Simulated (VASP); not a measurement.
# Ta3TiSi8: single point with LDA

Ta3TiSi8:

```
Ti Ta Si
1.0
     4.19381   -4.34067    0.00000
     4.19381    4.34067    0.00000
     0.00000    0.00000    4.79909
Ti Ta Si
1 3 8
Cartesian
  4.1938 0.0000 0.0000
  0.0000 0.0000 2.3995
  2.0969 2.1703 1.2109
  2.0969 -2.1703 3.5882
  7.0882 0.0000 0.0000
  2.9321 0.0000 2.3995
  1.2994 0.0000 0.0000
  5.4555 0.0000 2.3995
  3.4050 -2.1530 1.1796
  3.4050 2.1530 3.6194
  4.9827 2.1530 1.1796
  4.9827 -2.1530 3.6194
```

| Item | Value |
| --- | --- |
| Program | VASP 6.6.1 |
| Task | single point |
| Functional | LDA |
| Potentials or basis | VASP PAW LDA potentials, release 64 (Ti_sv, Ta_pv, Si) |
| Cutoff | 400 eV |
| k mesh | 6 × 6 × 8 |
| Occupations | gaussian, width 0.1 eV |
| Spin | no spin polarisation |
| Dipole correction | no |
| k mesh for the DOS | 9 × 9 × 12 |
| Occupations for the DOS | tetrahedron |
| Further INCAR settings | ALGO = Normal; EDIFF = 1e-06; NBANDS = 50 |

* Valence electrons inside the program's atomic spheres: Ti 10.41; Ta 8.99, 9.02 (each value once); Si 1.65

Levels at points of the mesh, in eV from the Fermi level:
```csv
k point,band 35,band 36,band 37,band 38,band 39,band 40,band 41,band 42,band 43,band 44
"(0.00, 0.00, 0.00)",-1.83,-1.68,-1.59,-1.45,-0.12,-0.04,1.72,1.77,1.96,2.22
"(0.00, 0.00, 0.50)",-0.70,-0.52,-0.39,-0.25,-0.02,0.15,0.28,0.98,1.00,1.50
```

It took 21 min on 1 thread of Oxide Virtual Turin-like Processor (shared host), peak memory 0.76 GiB.

Caveat: spin-orbit coupling is left out, which moves the levels of the heavy elements; an odd number of electrons without spin polarisation forces a metal; a magnetic or distorted state may lie lower.
